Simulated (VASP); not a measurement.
Ba, 4 atoms in the cell. The structure is orthorhombic, space group Cmce (No. 64). Conventional cell: a = 6.860 Å, b = 11.626 Å, c = 6.869 Å, α = 90.00°, β = 90.00°, γ = 90.00°. Ba (site symmetry m) has 7 Ba at 3.71 to 4.25 Å within 4.9 Å. 

```yaml
Program: VASP 6.6.1
Task: single point
Functional: r2SCAN
Potentials_or_basis: VASP PAW PBE potentials, release 64 (Ba_sv)
Cutoff: 520 eV
k_mesh: 4 × 4 × 4
Occupations: gaussian, width 0.1 eV
Spin: no spin polarisation
Dipole_correction: no
Further_INCAR_settings: ALGO = Normal; EDIFF = 1e-06; NBANDS = 28
```

Potentials or basis: VASP PAW PBE potentials, release 64 (Ba_sv).

Command:

```console
$ cat potpaw_PBE.64/Ba_sv/POTCAR > POTCAR
$ cp INCAR.step1 INCAR
$ mpirun -np 1 vasp_std > vasp.out
$ cp INCAR.step2 INCAR
$ mpirun -np 1 vasp_std > vasp.out
```

Hardware: 1 thread of Intel(R) Xeon(R) Platinum 8375C CPU @ 2.90GHz (Ice Lake) (shared host).

Task: Estimate the wall time of this run.

Result: It took 8.1 min on 1 thread of Intel(R) Xeon(R) Platinum 8375C CPU @ 2.90GHz (Ice Lake), with other jobs on the host, peak memory 0.44 GiB. Counts: k points 21.
